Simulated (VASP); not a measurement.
# Ca4Au (Pm-3m) in VASP: notebook

Ca4Au is run at these levels: PBE; tasks: single point.

Everything below comes from runs of VASP 6.6.1. Logs are shortened: lines on timing, memory, paths and dates and some standing lists are left out, and cuts for length are marked.

## Step 1: The cell of the first run

The structure is cubic, space group Pm-3m (No. 221). The conventional cell has a = 4.849 Å, b = 4.849 Å, c = 4.849 Å, α = 90.00°, β = 90.00°, γ = 90.00°. Ca (site symmetry 4/mmm) has 2 Au at 2.42 Å within 3.2 Å. Ca (site symmetry m-3m) has 12 Ca at 3.43 Å and 8 Au at 4.20 Å within 4.5 Å. Within 3.2 Å of Au (site symmetry m-3m) lie 6 Ca at 2.42 Å.

The cell was built from a structure type or drawn by symmetry, and may not be a known phase.

## Step 2: Single point, PBE

INCAR

```
  PREC = Accurate
  ENCUT = 520
  EDIFF = 1E-6
  ISMEAR = 0
  SIGMA = 0.1
  LREAL = F
  LASPH = T
  NELM = 80
  ALGO = Normal
  ISIF = 2
  LWAVE = F
  LCHARG = F
  GGA = PE
  NBANDS = 34
```

KPOINTS

```
regular mesh
0
Gamma
  4 4 4
```

POSCAR

```
Ca4Au
1.0
    4.8493810800      0.0000000000      0.0000000000
    0.0000000000      4.8493810800      0.0000000000
    0.0000000000      0.0000000000      4.8493810800
Ca Au
4 1
Direct
    0.5000000000      0.0000000000      0.0000000000
    0.0000000000      0.5000000000      0.0000000000
    0.0000000000      0.0000000000      0.5000000000
    0.5000000000      0.5000000000      0.5000000000
    0.0000000000      0.0000000000      0.0000000000
```

Potentials or basis: VASP PAW PBE potentials, release 64 (Ca_sv, Au).

Command:

```
$ cat potpaw_PBE.64/Ca_sv/POTCAR potpaw_PBE.64/Au/POTCAR > POTCAR
$ mpirun -np 1 vasp_std > vasp.out
```

OUTCAR:

```text
PREC = Accurate
   ENCUT = 520
   EDIFF = 1E-6
   ISMEAR = 0
   LREAL = F
   LASPH = T
   NELM = 80
   ISIF = 2
   GGA = PE

 ion  position               nearest neighbor table
   1  0.500  0.000  0.000-   5 2.42   5 2.42
   2  0.000  0.500  0.000-   5 2.42   5 2.42
   3  0.000  0.000  0.500-   5 2.42   5 2.42
   4  0.500  0.500  0.500-
   5  0.000  0.000  0.000-   1 2.42   2 2.42   3 2.42   3 2.42   2 2.42   1 2.42

  LATTYP: Found a simple cubic cell.
 ALAT       =     4.8493810800

  Lattice vectors:

 A1 = (   4.8493810800,   0.0000000000,   0.0000000000)
 A2 = (   0.0000000000,   4.8493810800,   0.0000000000)
 A3 = (   0.0000000000,   0.0000000000,   4.8493810800)

Analysis of symmetry for initial positions (statically):
=====================================================================
 Subroutine PRICEL returns:
 Original cell was already a primitive cell.

 Routine SETGRP: Setting up the symmetry group for a
 simple cubic supercell.

 Subroutine GETGRP returns: Found 48 space group operations
 (whereof 48 operations were pure point group operations)
 out of a pool of 48 trial point group operations.

The static configuration has the point symmetry O_h .

Analysis of symmetry for dynamics (positions and initial velocities):
=====================================================================
 Subroutine PRICEL returns:
 Original cell was already a primitive cell.

 Routine SETGRP: Setting up the symmetry group for a
 simple cubic supercell.

 Subroutine GETGRP returns: Found 48 space group operations
 (whereof 48 operations were pure point group operations)
 out of a pool of 48 trial point group operations.

The dynamic configuration has the point symmetry O_h .

 Subroutine INISYM returns: Found 48 space group operations
 (whereof 48 operations are pure point group operations),
 and found     1 'primitive' translations

----------------------------------------------------------------------------------------

                                     Primitive cell

  volume of cell :     114.0405

  direct lattice vectors                    reciprocal lattice vectors
     4.849381080  0.000000000  0.000000000     0.206211882  0.000000000  0.000000000
     0.000000000  4.849381080  0.000000000     0.000000000  0.206211882  0.000000000
     0.000000000  0.000000000  4.849381080     0.000000000  0.000000000  0.206211882

  length of vectors
     4.849381080  4.849381080  4.849381080     0.206211882  0.206211882  0.206211882

  position of ions in fractional coordinates (direct lattice)
     0.500000000  0.000000000  0.000000000
     0.000000000  0.500000000  0.000000000
     0.000000000  0.000000000  0.500000000
     0.500000000  0.500000000  0.500000000
     0.000000000  0.000000000  0.000000000

  ion indices of the primitive-cell ions
   primitive index   ion index
                 1           1
                 2           2
                 3           3
                 4           4
                 5           5

----------------------------------------------------------------------------------------

 KPOINTS: regular mesh

Automatic generation of k-mesh.
 Grid dimensions read from file:
 generate k-points for:    4    4    4

 Generating k-lattice:

  Cartesian coordinates                     Fractional coordinates (reciprocal lattice)
     0.051552971  0.000000000  0.000000000     0.250000000  0.000000000  0.000000000
     0.000000000  0.051552971  0.000000000     0.000000000  0.250000000  0.000000000
     0.000000000  0.000000000  0.051552971     0.000000000  0.000000000  0.250000000

  Length of vectors
     0.051552971  0.051552971  0.051552971

  Shift w.r.t. Gamma in fractional coordinates (k-lattice)
     0.000000000  0.000000000  0.000000000

 Subroutine IBZKPT returns following result:
 ===========================================

 Found     10 irreducible k-points:

 Following reciprocal coordinates:
            Coordinates               Weight
  0.000000  0.000000  0.000000      1.000000
  0.250000  0.000000  0.000000      6.000000
  0.500000  0.000000  0.000000      3.000000
  0.250000  0.250000  0.000000     12.000000
  0.500000  0.250000  0.000000     12.000000
  0.500000  0.500000  0.000000      3.000000
  0.250000  0.250000  0.250000      8.000000
  0.500000  0.250000  0.250000     12.000000
  0.500000  0.500000  0.250000      6.000000
  0.500000  0.500000  0.500000      1.000000
   k-points           NKPTS =     10   k-points in BZ     NKDIM =     10   number of bands    NBANDS=     34
   number of dos      NEDOS =    301   number of ions     NIONS =      5
   total plane-waves  NPLWV =  46656
   dimension x,y,z NGX =    36 NGY =   36 NGZ =   36
   dimension x,y,z NGXF=    72 NGYF=   72 NGZF=   72
   ions per type =               4   1
   NGX,Y,Z   is equivalent  to a cutoff of  12.34, 12.34, 12.34 a.u.
   NGXF,Y,Z  is equivalent  to a cutoff of  24.68, 24.68, 24.68 a.u.
 SYSTEM =  unknown system
   PREC   = accura    normal or accurate (medium, high low for compatibility)
   ISTART =      0    job   : 0-new  1-cont  2-samecut
   ICHARG =      2    charge: 1-file 2-atom 10-const
   ISPIN  =      1    spin polarized calculation?
   LNONCOLLINEAR =      F non collinear calculations
   LSORBIT =      F    spin-orbit coupling
   LASPH  =      T    aspherical Exc in radial PAW
   ENCUT  =  520.0 eV  38.22 Ry    6.18 a.u.   9.02  9.02  9.02*2*pi/ulx,y,z
   NELM   =     80;   NELMIN=  2; NELMDL= -5     # of ELM steps
   EDIFF  = 0.1E-05   stopping-criterion for ELM
   LREAL  =      F    real-space projection
   EDIFFG = 0.1E-04   stopping-criterion for IOM
   NSW    =      0    number of steps for IOM
   IBRION =     -1    ionic relax: 0-MD 1-quasi-New 2-CG
   NFREE  =      0    steps in history (QN), initial steepest desc. (CG)
   ISIF   =      2    stress and relaxation
   ISYM   =      2    0-nonsym 1-usesym 2-fastsym
   POTIM  = 0.5000    time-step for ionic-motion
   TEBEG  =    0.0;   TEEND  =   0.0 temperature during run
   PSTRESS=    0.0 pullay stress
   NELECT =      51.0000    total number of electrons
   NUPDOWN=      -1.0000    fix difference up-down
   EMIN   =  10.00;   EMAX   =-10.00  energy-range for DOS
   EFERMI =   0.00;   METHOD = LEGACY
   ISMEAR =     0;   SIGMA  =   0.10  broadening in eV -4-tet -1-fermi 0-gaus
   EFERMI_NEDOS =   21; number of points for ismear=-14 and -15
   IALGO  =     38    algorithm
   IMIX   =      4    mixing-type and parameters
     AMIX     =   0.40;   BMIX     =  1.00
     AMIX_MAG =   1.60;   BMIX_MAG =  1.00
  volume/ion in A,a.u.               =      22.81       153.92
  Fermi-wavevector in a.u.,A,eV,Ry     =   1.251926  2.365797 21.324657  1.567318
  Thomas-Fermi vector in A             =   2.385850
   LORBIT       =      0    0 simple, 1 ext, 2 COOP (PROOUT), +10 PAW based schemes
   GGA     = PE    functional components
   LHFCALC =     F    Hartree Fock is set to
   AEXX    =    0.0000 exact exchange contribution
   IVDW    =     0    specifies the selected vdW correction
   LEPSILON=     F    determine dielectric tensor
   LRPA    =     F    only Hartree local field effects (RPA)
 non-spin polarized calculation
 Gauss-broadening in eV      SIGMA  =   0.10
  energy-cutoff  :      520.00
  volume of cell :      114.04
 maximum number of plane-waves:      3112
   NGX = 19   NGY = 19   NGZ = 19

 number of electron      50.9999999 magnetization

 Free energy of the ion-electron system (eV)
  ---------------------------------------------------
  ext. energy  EPLUGINS =         0.00000000
  ---------------------------------------------------
  free energy    TOTEN  =        -6.28963963 eV

  energy without entropy =       -6.26447914  energy(sigma->0) =       -6.27705939

 E-fermi :   5.7599     XC(G=0):  -9.9995

 val. band max:        5.7499837579   @ k =   0.5000   0.2500   0.0000
 cond. band min:       5.8025150449   @ k =   0.5000   0.2500   0.0000
 fundamental gap:      0.0525312870
 Fermi energy:         5.7598823175

 k-point     1 :       0.0000    0.0000    0.0000
  band No.  band energies     occupation
      1     -35.7623      2.00000
      2     -35.0739      2.00000
      3     -34.9912      2.00000
      4     -34.9912      2.00000
      5     -16.8758      2.00000
      6     -16.8758      2.00000
[... 26 lines left out ...]
     33       9.3784      0.00000
     34       9.3784      0.00000

 k-point     2 :       0.2500    0.0000    0.0000
  band No.  band energies     occupation
      1     -35.7613      2.00000
      2     -35.0621      2.00000
      3     -34.9955      2.00000
      4     -34.9911      2.00000
      5     -16.8592      2.00000
      6     -16.8592      2.00000
[... 26 lines left out ...]
     33       9.2331      0.00000
     34       9.2332      0.00000

 k-point     3 :       0.5000    0.0000    0.0000
  band No.  band energies     occupation
      1     -35.7602      2.00000
      2     -35.0484      2.00000
      3     -35.0016      2.00000
      4     -34.9909      2.00000
      5     -16.8416      2.00000
      6     -16.8416      2.00000
[... 26 lines left out ...]
     33       8.6536      0.00000
     34       8.6679      0.00000
[... 186 lines left out ...]
 k-point     9 :       0.5000    0.5000    0.2500
  band No.  band energies     occupation
      1     -35.7589      2.00000
      2     -35.0107      2.00000
      3     -35.0021      2.00000
      4     -35.0021      2.00000
      5     -16.9151      2.00000
      6     -16.8836      2.00000
[... 26 lines left out ...]
     33       7.9120      0.00000
     34       8.2615      0.00000

 k-point    10 :       0.5000    0.5000    0.5000
  band No.  band energies     occupation
      1     -35.7588      2.00000
      2     -35.0020      2.00000
      3     -35.0020      2.00000
      4     -35.0020      2.00000
      5     -17.0018      2.00000
      6     -16.9061      2.00000
[... 26 lines left out ...]
     33       8.0955      0.00000
     34       8.0968      0.00000

------------------------ aborting loop because EDIFF is reached ----------------------------------------

  FORCE on cell =-STRESS in cart. coord.  units (eV):
  Direction    XX          YY          ZZ          XY          YZ          ZX
  --------------------------------------------------------------------------------------
  -------------------------------------------------------------------------------------
  Total       26.9136239     26.9136239     26.9136239      0.0000000      0.0000000     -0.0000000
  in kB      378.1149256    378.1149256    378.1149256      0.0000000      0.0000000     -0.0000000
  external PRESSURE =     378.1149256 kB  Pullay stress =       0.0000000 kB

 VOLUME and BASIS-vectors are now :
 -----------------------------------------------------------------------------
  energy-cutoff  :      520.00
  volume of cell :      114.04
      direct lattice vectors                 reciprocal lattice vectors
     4.849381080  0.000000000  0.000000000     0.206211882  0.000000000  0.000000000
     0.000000000  4.849381080  0.000000000     0.000000000  0.206211882  0.000000000
     0.000000000  0.000000000  4.849381080     0.000000000  0.000000000  0.206211882

 POSITION                                       TOTAL-FORCE (eV/Angst)
 -----------------------------------------------------------------------------------
      2.42469      0.00000      0.00000         0.000000      0.000000      0.000000
      0.00000      2.42469      0.00000         0.000000      0.000000      0.000000
      0.00000      0.00000      2.42469         0.000000      0.000000      0.000000
      2.42469      2.42469      2.42469         0.000000      0.000000      0.000000
      0.00000      0.00000      0.00000         0.000000      0.000000      0.000000
 -----------------------------------------------------------------------------------
    total drift:                                0.000000      0.000000     -0.000000

  FREE ENERGIE OF THE ION-ELECTRON SYSTEM (eV)
  ---------------------------------------------------
  free  energy   TOTEN  =        -6.2896396278 eV

  energy  without entropy=       -6.2644791445  energy(sigma->0) =       -6.27705939
```

Wall time 15 s (1 thread of Intel Xeon 6975P-C (Granite Rapids), shared host); peak memory 0.21 GiB.

What came out:

```
Free energy            : -6.2896 eV
Pressure               : 37.8 GPa
Band gap on the k mesh : zero (an odd number of electrons rules out a gap without spin polarisation)
```

Caveat: the cell stands under pressure; spin-orbit coupling is left out, which moves the levels of the heavy elements.

## Step 3: Single point, PBE

This run uses another cell than the first one, of 39.00 Å³/atom.

INCAR

```
SYSTEM = Ca4Au
ALGO = Normal ; EDIFF = 1E-7
ENCUT = 520 ; GGA = PE
ISIF = 2 ; ISMEAR = 0
LASPH = .TRUE. ; LCHARG = .TRUE.
LELF = .TRUE. ; LREAL = .FALSE.
LVHAR = .TRUE. ; LWAVE = .FALSE.
NBANDS = 34 ; NELM = 80
PREC = Accurate ; SIGMA = 0.1
```

KPOINTS

```
k-points
0
G
  4 4 4
  0 0 0
```

POSCAR, as its differences from that of step 2:

```diff
@@ -2,5 +2,5 @@
 1.0
-    4.8493810800      0.0000000000      0.0000000000
-    0.0000000000      4.8493810800      0.0000000000
-    0.0000000000      0.0000000000      4.8493810800
+    5.7991352177      0.0000000000      0.0000000000
+    0.0000000000      5.7991352177      0.0000000000
+    0.0000000000      0.0000000000      5.7991352177
 Ca Au
```

Potentials or basis: VASP PAW PBE potentials, release 64 (Ca_sv, Au).

Command:

```
$ cat potpaw_PBE.64/Ca_sv/POTCAR potpaw_PBE.64/Au/POTCAR > POTCAR
$ mpirun -np 1 vasp_std > vasp.out
```

It took 46 s on 1 thread of Intel Xeon 6975P-C (Granite Rapids), shared host; peak memory 0.33 GiB.

Results (log left out):

| Property | Result |
| --- | --- |
| Free energy | -12.4834 eV |
| Pressure | 0.1 GPa |
| Band gap on the k mesh | zero (an odd number of electrons rules out a gap without spin polarisation) |

Levels at points of the mesh, in eV from the Fermi level:
| k point | band 23 | band 24 | band 25 | band 26 | band 27 | band 28 |
| --- | --- | --- | --- | --- | --- | --- |
| (0.00, 0.00, 0.00) | -2.24 | -0.32 | -0.32 | 0.14 | 0.14 | 0.14 |
| (0.50, 0.00, 0.00) | -2.81 | -0.85 | 0.02 | 0.02 | 0.20 | 0.96 |
| (0.50, 0.50, 0.00) | -1.90 | -1.90 | -1.42 | 0.15 | 0.64 | 0.92 |
| (0.50, 0.50, 0.50) | -1.55 | -1.55 | -1.55 | -1.02 | -0.10 | -0.10 |

Caveat: spin-orbit coupling is left out, which moves the levels of the heavy elements.
